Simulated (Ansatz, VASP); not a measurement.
## AlN, level by level in two programs

```
CELL_PARAMETERS angstrom
0.00000 2.13941 2.13941
2.13941 0.00000 2.13941
2.13941 2.13941 0.00000
ATOMIC_POSITIONS crystal
Al 0.00000 0.00000 0.00000
N 0.25000 0.25000 0.25000
```

Single points on this cell with VASP 6.6.1 and Ansatz 0.2.0. Each row is one pair of runs. Alike in all rows: spin: off; k mesh: 10 × 10 × 10; smearing: fermi-dirac, width 0.05 eV.

| level | VASP's potentials, cutoff | Ansatz's potentials, cutoff | gap on the k mesh at the Fermi level (eV), VASP | gap on the k mesh at the Fermi level (eV), Ansatz | least direct gap on the mesh (eV), VASP | least direct gap on the mesh (eV), Ansatz | pressure (GPa), VASP | pressure (GPa), Ansatz |
| --- | --- | --- | --- | --- | --- | --- | --- | --- |
| PBEsol | VASP PAW PBE potentials, release 64 (Al, N), 520 eV | Ansatz PAW, 420 eV | 3.21 | 3.22 | 4.69 | 4.67 | 15.8 | 15.7 |
| r2SCAN+D4 | VASP PAW PBE potentials, release 64 (Al, N), 520 eV | Ansatz PAW, 500 eV | 3.98 | 3.99 | 5.48 | 5.44 | 12.7 | 13.1 |
| BLYP | VASP PAW PBE potentials, release 64 (Al, N), 520 eV | Ansatz PAW, 420 eV | 3.71 | 3.73 | 5.05 | 5.06 | 23.4 | 22.7 |
| r2SCAN+D3(BJ) | VASP PAW PBE potentials, release 64 (Al, N), 520 eV | Ansatz PAW, 500 eV | 3.98 | 3.99 | 5.48 | 5.44 | 12.4 | 12.7 |
| SVWN5 | VASP PAW PBE potentials, release 64 (Al, N), 520 eV | Ansatz PAW, 420 eV | 3.26 | 3.27 | 4.79 | 4.79 | 11.1 | 10.0 |
| revPBE | VASP PAW PBE potentials, release 64 (Al, N), 520 eV | Ansatz PAW, 420 eV | 3.38 | 3.38 | 4.78 | 4.75 | 22.1 | 22.7 |
| BLYP+D3(BJ) | VASP PAW PBE potentials, release 64 (Al, N), 520 eV | Ansatz PAW, 420 eV | 3.71 | 3.73 | 5.05 | 5.06 | 12.9 | 12.2 |
| LDA | VASP PAW LDA potentials, release 64 (Al, N), 520 eV | JTH PAW LDA, 1350 eV | 3.25 | 3.26 | 4.80 | 4.79 | 10.9 | 9.7 |

Gap on the k mesh at the fermi level (eV): the two programs differ by at most 0.019; least direct gap on the mesh (eV): the two programs differ by at most 0.043; pressure (GPa): the two programs differ by at most 1.23.
